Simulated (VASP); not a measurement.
# Zn (Immm) in VASP: further runs

The runs below take Zn through single point, with LDA.

Everything below comes from runs of VASP 6.6.1. Logs are shortened: lines on timing, memory, paths and dates and some standing lists are left out, and cuts for length are marked.

## 1. The cell of the first run

Symmetry: Immm, No. 71, orthorhombic system. The conventional cell has a = 2.891 Å, b = 2.971 Å, c = 3.011 Å, α = 90.00°, β = 90.00°, γ = 90.00°. Within 3.4 Å of Zn (site symmetry mmm) lie 14 Zn at 2.56 to 3.01 Å.

## 2. Single point, LDA (normal strain along x -0.0400, normal strain along z -0.0133)

The input, INCAR:

```
PREC = Accurate
ENCUT = 520
EDIFF = 1E-7
ISMEAR = 0
SIGMA = 0.15
LREAL = F
LASPH = T
NELM = 100
ALGO = Fast
ISIF = 2
LWAVE = F
LCHARG = T
LELF = T
LVHAR = T
NBANDS = 12
```

The input, KPOINTS:

```
Automatic mesh
0
Gamma
  20 20 20
```

The input, POSCAR:

```
Zn
1.0
   -1.4454131396      1.5056386871      1.4856136926
    1.4454131396     -1.5056386871      1.4856136926
    1.4454131396      1.5056386871     -1.4856136926
Zn
1
Direct
    0.0000000000      0.0000000000      0.0000000000
```

Potentials or basis: VASP PAW LDA potentials, release 64 (Zn).

Command:

```console
$ cat potpaw_LDA.64/Zn/POTCAR > POTCAR
$ mpirun -np 1 vasp_std > vasp.out
```

OUTCAR:

```text
PREC = Accurate
   ENCUT = 520
   EDIFF = 1E-7
   ISMEAR = 0
   LREAL = F
   LASPH = T
   NELM = 100
   ISIF = 2

 ion  position               nearest neighbor table
   1  0.000  0.000  0.000-

  LATTYP: Found a body centered orthorhombic cell.
 ALAT       =     2.8908262792
 B/A-ratio  =     1.0278125000
 C/A-ratio  =     1.0416666667

  Lattice vectors:

 A1 = (  -1.4454131396,  -1.5056386871,   1.4856136926)
 A2 = (   1.4454131396,  -1.5056386871,  -1.4856136926)
 A3 = (   1.4454131396,   1.5056386871,   1.4856136926)

Analysis of symmetry for initial positions (statically):
=====================================================================
 Subroutine PRICEL returns:
 Original cell was already a primitive cell.

 Routine SETGRP: Setting up the symmetry group for a
 body centered orthorhombic supercell.

 Subroutine GETGRP returns: Found  8 space group operations
 (whereof  8 operations were pure point group operations)
 out of a pool of  8 trial point group operations.

The static configuration has the point symmetry D_2h.

Analysis of symmetry for dynamics (positions and initial velocities):
=====================================================================
 Subroutine PRICEL returns:
 Original cell was already a primitive cell.

 Routine SETGRP: Setting up the symmetry group for a
 body centered orthorhombic supercell.

 Subroutine GETGRP returns: Found  8 space group operations
 (whereof  8 operations were pure point group operations)
 out of a pool of  8 trial point group operations.

The dynamic configuration has the point symmetry D_2h.

 Subroutine INISYM returns: Found  8 space group operations
 (whereof  8 operations are pure point group operations),
 and found     1 'primitive' translations

----------------------------------------------------------------------------------------

                                     Primitive cell

  volume of cell :      12.9324

  direct lattice vectors                    reciprocal lattice vectors
    -1.445413140  1.505638687  1.485613693     0.000000000  0.332084984  0.336561249
     1.445413140 -1.505638687  1.485613693     0.345921859  0.000000000  0.336561249
     1.445413140  1.505638687 -1.485613693     0.345921859  0.332084984  0.000000000

  length of vectors
     2.561877250  2.561877250  2.561877250     0.472814881  0.482633823  0.479523064

  position of ions in fractional coordinates (direct lattice)
     0.000000000  0.000000000  0.000000000

  ion indices of the primitive-cell ions
   primitive index   ion index
                 1           1

----------------------------------------------------------------------------------------

 KPOINTS: Automatic mesh

Automatic generation of k-mesh.
 Grid dimensions read from file:
 generate k-points for:   20   20   20

 Generating k-lattice:

  Cartesian coordinates                     Fractional coordinates (reciprocal lattice)
     0.000000000  0.016604249  0.016828062     0.050000000  0.000000000  0.000000000
     0.017296093  0.000000000  0.016828062    -0.000000000  0.050000000  0.000000000
     0.017296093  0.016604249  0.000000000    -0.000000000  0.000000000  0.050000000

  Length of vectors
     0.023640744  0.024131691  0.023976153

  Shift w.r.t. Gamma in fractional coordinates (k-lattice)
     0.000000000  0.000000000  0.000000000

 Subroutine IBZKPT returns following result:
 ===========================================

 Found   1166 irreducible k-points:

 Following reciprocal coordinates:
            Coordinates               Weight
  0.000000  0.000000  0.000000      1.000000
  0.050000  0.000000 -0.000000      4.000000
  0.100000  0.000000  0.000000      4.000000
  0.150000  0.000000  0.000000      4.000000
  0.200000  0.000000  0.000000      4.000000
  0.250000 -0.000000  0.000000      4.000000
[... 16 lines left out ...]
 -0.450000  0.050000 -0.000000      8.000000
 -0.400000  0.050000  0.000000      8.000000
 [... further k-points ...]
   k-points           NKPTS =   1166   k-points in BZ     NKDIM =   1166   number of bands    NBANDS=     12
   number of dos      NEDOS =    301   number of ions     NIONS =      1
   total plane-waves  NPLWV =   8000
   dimension x,y,z NGX =    20 NGY =   20 NGZ =   20
   dimension x,y,z NGXF=    40 NGYF=   40 NGZF=   40
   ions per type =               1
   NGX,Y,Z   is equivalent  to a cutoff of  12.98, 12.98, 12.98 a.u.
   NGXF,Y,Z  is equivalent  to a cutoff of  25.96, 25.96, 25.96 a.u.
 SYSTEM =  unknown system
   PREC   = accura    normal or accurate (medium, high low for compatibility)
   ISTART =      0    job   : 0-new  1-cont  2-samecut
   ICHARG =      2    charge: 1-file 2-atom 10-const
   ISPIN  =      1    spin polarized calculation?
   LNONCOLLINEAR =      F non collinear calculations
   LSORBIT =      F    spin-orbit coupling
   LASPH  =      T    aspherical Exc in radial PAW
   ENCUT  =  520.0 eV  38.22 Ry    6.18 a.u.   4.76  4.76  4.76*2*pi/ulx,y,z
   NELM   =    100;   NELMIN=  2; NELMDL= -5     # of ELM steps
   EDIFF  = 0.1E-06   stopping-criterion for ELM
   LREAL  =      F    real-space projection
   EDIFFG = 0.1E-05   stopping-criterion for IOM
   NSW    =      0    number of steps for IOM
   IBRION =     -1    ionic relax: 0-MD 1-quasi-New 2-CG
   NFREE  =      0    steps in history (QN), initial steepest desc. (CG)
   ISIF   =      2    stress and relaxation
   ISYM   =      2    0-nonsym 1-usesym 2-fastsym
   POTIM  = 0.5000    time-step for ionic-motion
   TEBEG  =    0.0;   TEEND  =   0.0 temperature during run
   PSTRESS=    0.0 pullay stress
   NELECT =      12.0000    total number of electrons
   NUPDOWN=      -1.0000    fix difference up-down
   EMIN   =  10.00;   EMAX   =-10.00  energy-range for DOS
   EFERMI =   0.00;   METHOD = LEGACY
   ISMEAR =     0;   SIGMA  =   0.15  broadening in eV -4-tet -1-fermi 0-gaus
   EFERMI_NEDOS =   21; number of points for ismear=-14 and -15
   IALGO  =     68    algorithm
   IMIX   =      4    mixing-type and parameters
     AMIX     =   0.40;   BMIX     =  1.00
     AMIX_MAG =   1.60;   BMIX_MAG =  1.00
  volume/ion in A,a.u.               =      12.93        87.27
  Fermi-wavevector in a.u.,A,eV,Ry     =   1.596770  3.017458 34.690427  2.549674
  Thomas-Fermi vector in A             =   2.694481
   LORBIT       =      0    0 simple, 1 ext, 2 COOP (PROOUT), +10 PAW based schemes
   GGA     = CA    functional components
   LHFCALC =     F    Hartree Fock is set to
   AEXX    =    0.0000 exact exchange contribution
   IVDW    =     0    specifies the selected vdW correction
   LEPSILON=     F    determine dielectric tensor
   LRPA    =     F    only Hartree local field effects (RPA)
 non-spin polarized calculation
 RMM-DIIS sequential band-by-band and
 Gauss-broadening in eV      SIGMA  =   0.15
  energy-cutoff  :      520.00
  volume of cell :       12.93
 maximum number of plane-waves:       370
   NGX =  9   NGY =  9   NGZ =  9

 number of electron      12.0000012 magnetization

 Free energy of the ion-electron system (eV)
  ---------------------------------------------------
  ext. energy  EPLUGINS =         0.00000000
  ---------------------------------------------------
  free energy    TOTEN  =        -1.76467328 eV

  energy without entropy =       -1.76176358  energy(sigma->0) =       -1.76321843

 E-fermi :   4.4205     XC(G=0): -12.7900

 val. band max:        4.4196736996   @ k =   0.3500   0.2000   0.1000
 cond. band min:       4.4217506868   @ k =   0.5000  -0.2000   0.1500
 fundamental gap:      0.0020769872
 Fermi energy:         4.4205273477

 k-point     1 :       0.0000    0.0000    0.0000
  band No.  band energies     occupation
      1      -7.6077      2.00000
      2      -4.1962      2.00000
      3      -4.1246      2.00000
      4      -4.0931      2.00000
      5      -3.4987      2.00000
      6      -3.4150      2.00000
      7      25.5606      0.00000
      8      25.6003      0.00000
      9      26.5101      0.00000
     10      26.6219      0.00000
     11      27.0815      0.00000
     12      27.2647      0.00000

 k-point     2 :       0.0500    0.0000   -0.0000
  band No.  band energies     occupation
      1      -7.5203      2.00000
      2      -4.1933      2.00000
      3      -4.1243      2.00000
      4      -4.0784      2.00000
      5      -3.5087      2.00000
      6      -3.4161      2.00000
      7      23.7135      0.00000
      8      25.5261      0.00000
      9      25.7104      0.00000
     10      26.1521      0.00000
     11      26.6241      0.00000
     12      26.6625      0.00000

 k-point     3 :       0.1000    0.0000    0.0000
  band No.  band energies     occupation
      1      -7.2610      2.00000
      2      -4.1842      2.00000
      3      -4.1475      2.00000
      4      -4.0109      2.00000
      5      -3.5352      2.00000
      6      -3.4188      2.00000
      7      20.9284      0.00000
      8      24.3141      0.00000
      9      24.5813      0.00000
     10      25.6732      0.00000
     11      26.0217      0.00000
     12      26.1725      0.00000
[... 286 lines left out ...]
 k-point    23 :      -0.4500    0.0500   -0.0000
  band No.  band energies     occupation
      1      -5.0491      2.00000
      2      -4.4667      2.00000
      3      -3.5597      2.00000
      4      -3.4516      2.00000
      5      -3.1194      2.00000
      6      -0.6195      2.00000
      7       5.2292      0.00000
      8      17.0410      0.00000
      9      18.5115      0.00000
     10      22.6827      0.00000
     11      24.6803      0.00000
     12      32.0753      0.00000

 k-point    24 :      -0.4000    0.0500    0.0000
  band No.  band energies     occupation
      1      -5.0530      2.00000
      2      -4.4324      2.00000
      3      -3.5766      2.00000
      4      -3.4582      2.00000
      5      -3.2452      2.00000
      6      -1.8681      2.00000
      7       7.2057      0.00000
      8      17.4542      0.00000
      9      18.9070      0.00000
     10      22.9250      0.00000
     11      24.8305      0.00000
     12      30.7498      0.00000

 [... further k-points ...]

------------------------ aborting loop because EDIFF is reached ----------------------------------------

  FORCE on cell =-STRESS in cart. coord.  units (eV):
  Direction    XX          YY          ZZ          XY          YZ          ZX
  --------------------------------------------------------------------------------------
  -------------------------------------------------------------------------------------
  Total        0.4698788      0.6377403      0.5812395      0.0000000      0.0000000     -0.0000000
  in kB       58.2127022     79.0088646     72.0090445      0.0000000      0.0000000     -0.0000000
  external PRESSURE =      69.7435371 kB  Pullay stress =       0.0000000 kB

 VOLUME and BASIS-vectors are now :
 -----------------------------------------------------------------------------
  energy-cutoff  :      520.00
  volume of cell :       12.93
      direct lattice vectors                 reciprocal lattice vectors
    -1.445413140  1.505638687  1.485613693     0.000000000  0.332084984  0.336561249
     1.445413140 -1.505638687  1.485613693     0.345921859  0.000000000  0.336561249
     1.445413140  1.505638687 -1.485613693     0.345921859  0.332084984  0.000000000

 POSITION                                       TOTAL-FORCE (eV/Angst)
 -----------------------------------------------------------------------------------
      0.00000      0.00000      0.00000        -0.000000      0.000000      0.000000
 -----------------------------------------------------------------------------------
    total drift:                                0.000000     -0.000000      0.000000

  FREE ENERGIE OF THE ION-ELECTRON SYSTEM (eV)
  ---------------------------------------------------
  free  energy   TOTEN  =        -1.7646732784 eV

  energy  without entropy=       -1.7617635770  energy(sigma->0) =       -1.76321843
```

It took 64 s on 1 thread of Intel Xeon 6975P-C (Granite Rapids), shared host; peak memory 0.27 GiB.

Results:

```
Free energy            : -1.7647 eV
Pressure               : 7.0 GPa
Band gap on the k mesh : zero (bands 6 and 7 overlap by 4.78 eV)
```

Caveat: the cell differs from its parent crystal (normal strain along x -0.0400, normal strain along z -0.0133); the cell stands under pressure.

## 3. Single point, LDA (normal strain along x -0.0267, normal strain along z -0.0133)

The input, INCAR:

```
SYSTEM = Zn
ALGO = Fast
EDIFF = 1E-6
ENCUT = 520
GGA = CA
ISIF = 2
ISMEAR = 0
LASPH = .TRUE.
LCHARG = .FALSE.
LREAL = .FALSE.
LWAVE = .FALSE.
NBANDS = 12
NELM = 80
PREC = Accurate
SIGMA = 0.15
```

The input, KPOINTS:

```
k-points
0
G
  20 20 20
  0 0 0
```

The input, POSCAR:

```
Zn
1.0
   -1.4654381342      1.5056386871      1.4856136926
    1.4654381342     -1.5056386871      1.4856136926
    1.4654381342      1.5056386871     -1.4856136926
Zn
1
Direct
    0.0000000000      0.0000000000      0.0000000000
```

Potentials or basis: VASP PAW LDA potentials, release 64 (Zn).

Command:

```console
$ cat potpaw_LDA.64/Zn/POTCAR > POTCAR
$ mpirun -np 1 vasp_std > vasp.out
```

Run time: 58 s. Hardware: 1 thread of Intel Xeon 6975P-C (Granite Rapids), shared host; peak memory 0.27 GiB.

The run converged. Its results:

```
Free energy            : -1.7704 eV
Pressure               : 5.2 GPa
Band gap on the k mesh : zero (bands 6 and 7 overlap by 4.84 eV)
```

Stress tensor (GPa, compression positive):
```
4.46 0.00 0.00
0.00 5.85 0.00
0.00 0.00 5.16
```

Levels at points of the mesh, in eV from the Fermi level:
```csv
k point,band 3,band 4,band 5,band 6,band 7,band 8,band 9,band 10
"(0.00, 0.00, 0.00)",-8.50,-8.47,-7.86,-7.81,21.17,21.25,21.65,21.96
"(0.50, 0.00, 0.00)",-7.91,-7.80,-7.39,-3.57,-1.02,12.77,14.04,16.97
"(0.00, 0.50, 0.00)",-7.84,-7.77,-7.38,-3.40,-0.72,12.09,13.29,16.32
"(0.50, 0.50, 0.00)",-7.88,-7.77,-7.39,-3.49,-0.86,12.42,13.66,16.63
"(0.50, 0.50, 0.50)",-7.50,-7.49,-7.49,3.82,4.27,4.74,8.70,9.19
```

Caveat: the cell differs from its parent crystal (normal strain along x -0.0267, normal strain along z -0.0133); the cell stands under pressure.

## 4. Single point, LDA (normal strain along x -0.0400, normal strain along z +0.0133)

The input, INCAR:

```
PREC = Accurate ; ENCUT = 520
EDIFF = 1E-6 ; ISMEAR = 0
SIGMA = 0.15 ; LREAL = F
LASPH = T ; NELM = 60
ALGO = Fast ; ISIF = 2
LWAVE = F ; LCHARG = F
NBANDS = 12
```

The input, KPOINTS:

```
regular mesh
0
Gamma
  20 20 20
```

The input, POSCAR:

```
Zn
1.0
   -1.4454131396      1.5056386871      1.5256636816
    1.4454131396     -1.5056386871      1.5256636816
    1.4454131396      1.5056386871     -1.5256636816
Zn
1
Direct
    0.0000000000      0.0000000000      0.0000000000
```

Command:

```console
$ cat potpaw_LDA.64/Zn/POTCAR > POTCAR
$ mpirun -np 1 vasp_std > vasp.out
```

Wall time 57 s (1 thread of Intel Xeon 6975P-C (Granite Rapids), shared host); peak memory 0.27 GiB.

The run converged. Its results:

```
Free energy            : -1.7777 eV
Pressure               : 3.6 GPa
Band gap on the k mesh : zero (bands 6 and 7 overlap by 4.82 eV)
```

Stress tensor (GPa, compression positive):
```
1.65 0.00 0.00
0.00 4.31 0.00
0.00 0.00 5.00
```

Levels at points of the mesh, in eV from the Fermi level:
```tsv
k point	band 2	band 3	band 4	band 5	band 6	band 7	band 8	band 9	band 10	band 11
(0.00, 0.00, 0.00)	-8.50	-8.40	-8.37	-7.83	-7.72	20.50	20.53	21.81	22.07	22.50
(0.50, 0.00, 0.00)	-8.73	-7.89	-7.75	-7.34	-3.59	-1.20	13.16	14.50	17.34	19.33
(0.00, 0.50, 0.00)	-8.85	-7.82	-7.67	-7.33	-3.33	-0.74	12.12	13.36	16.34	18.37
(0.50, 0.50, 0.00)	-8.89	-7.78	-7.67	-7.33	-3.24	-0.60	11.81	13.01	16.04	18.07
(0.50, 0.50, 0.50)	-9.17	-7.45	-7.44	-7.42	3.54	3.97	5.39	8.28	8.86	10.31
```

Caveat: the cell differs from its parent crystal (normal strain along x -0.0400, normal strain along z +0.0133); the cell stands under pressure.

## 5. Single point, LDA (normal strain along x -0.0267, normal strain along z +0.0133)

The input, INCAR:

```
PREC = Accurate
ENCUT = 520
EDIFF = 1E-6
ISMEAR = 0
SIGMA = 0.15
LREAL = False
LASPH = True
NELM = 60
ALGO = Fast
ISIF = 2
LWAVE = False
LCHARG = False
NBANDS = 12
```

KPOINTS is that of step 4.

The input, POSCAR:

```
Zn
1.0
   -1.4654381342      1.5056386871      1.5256636816
    1.4654381342     -1.5056386871      1.5256636816
    1.4654381342      1.5056386871     -1.5256636816
Zn
1
Direct
    0.0000000000      0.0000000000      0.0000000000
```

Command:

```console
$ cat potpaw_LDA.64/Zn/POTCAR > POTCAR
$ mpirun -np 1 vasp_std > vasp.out
```

Wall time 55 s (1 thread of Intel Xeon 6975P-C (Granite Rapids), shared host); peak memory 0.27 GiB.

The run converged. Its results:

| Item | Value |
| --- | --- |
| Free energy | -1.7792 eV |
| Pressure | 2.1 GPa |
| Band gap on the k mesh | zero (bands 6 and 7 overlap by 4.81 eV) |

Stress tensor (GPa, compression positive):
```
1.02 0.00 0.00
0.00 2.36 0.00
0.00 0.00 2.98
```

Levels at points of the mesh, in eV from the Fermi level:
```
           k point  band 2  band 3  band 4  band 5  band 6  band 7  band 8  band 9  band 10  band 11
(0.00, 0.00, 0.00)   -8.42   -8.35   -8.32   -7.77   -7.69   20.54   20.60   21.38    21.81    22.23
(0.50, 0.00, 0.00)   -8.69   -7.82   -7.70   -7.31   -3.46   -1.12   12.79   14.14    16.98    18.93
(0.00, 0.50, 0.00)   -8.77   -7.77   -7.65   -7.30   -3.29   -0.82   12.11   13.39    16.33    18.29
(0.50, 0.50, 0.00)   -8.80   -7.73   -7.64   -7.29   -3.20   -0.68   11.80   13.04    16.02    17.99
(0.50, 0.50, 0.50)   -9.09   -7.41   -7.40   -7.39    3.68    4.11    5.04    8.35     8.94     9.86
```

Caveat: the cell differs from its parent crystal (normal strain along x -0.0267, normal strain along z +0.0133).

## 6. Overview

```tsv
cell	further INCAR settings	gap on the mesh (eV)	pressure (GPa)
a = 2.562 Å, angles 111.3, 108.0, 109.1°, 1 atom	ALGO = Fast; EDIFF = 1e-07; NBANDS = 12	none	7.0
a = 2.573 Å, angles 110.6, 108.4, 109.5°, 1 atom	ALGO = Fast; EDIFF = 1e-06; NBANDS = 12	none	5.2
a = 2.585 Å, angles 112.0, 108.8, 107.7°, 1 atom	ALGO = Fast; EDIFF = 1e-06; NBANDS = 12	none	3.6
a = 2.597 Å, angles 111.3, 109.1, 108.0°, 1 atom	ALGO = Fast; EDIFF = 1e-06; NBANDS = 12	none	2.1
```

Alike in all rows: task single point; level LDA; potentials or basis VASP PAW LDA potentials, release 64 (Zn); no spin polarisation; k mesh 20 × 20 × 20; cutoff (eV) 520; smearing gaussian 0.15 eV.

Caveats: the cell stands under pressure (at least some runs).

Absolute energies hang on the potentials; compare differences alone.
